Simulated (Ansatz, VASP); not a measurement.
# GaSb in VASP and in Ansatz

```
Ga Sb
1.0
     0.00000    3.02531    3.02531
     3.02531    0.00000    3.02531
     3.02531    3.02531    0.00000
Ga Sb
1 1
Direct
  0.00000 0.00000 0.00000
  0.25000 0.25000 0.25000
```

Alike in both runs: functional r2SCAN; k mesh 10 × 10 × 10; occupations fermi-dirac, width 0.1 eV; no spin polarisation.

Ansatz relaxed the structure, and its values are those at the end. VASP's run is a single point on that final structure, the one shown.

|  | VASP | Ansatz |
| --- | --- | --- |
| version | VASP 6.6.1 | Ansatz 0.2.0 |
| potentials or method | VASP PAW PBE potentials, release 64 (Ga_d, Sb), cutoff 520 eV | PAW plane waves |
| valence electrons in the cell | 18 | 28 |

```tsv
	VASP	Ansatz	Ansatz less VASP
pressure (GPa)	2.5	2.4	-0.08
```

VASP's potentials were made for PBE, not for r2SCAN. VASP's potentials hold 18 valence electrons a cell and Ansatz's 28, so a difference there can come from the potentials and not from the codes. Ansatz's warnings: stress scf threshold loose.

Neither program's run includes spin-orbit coupling.
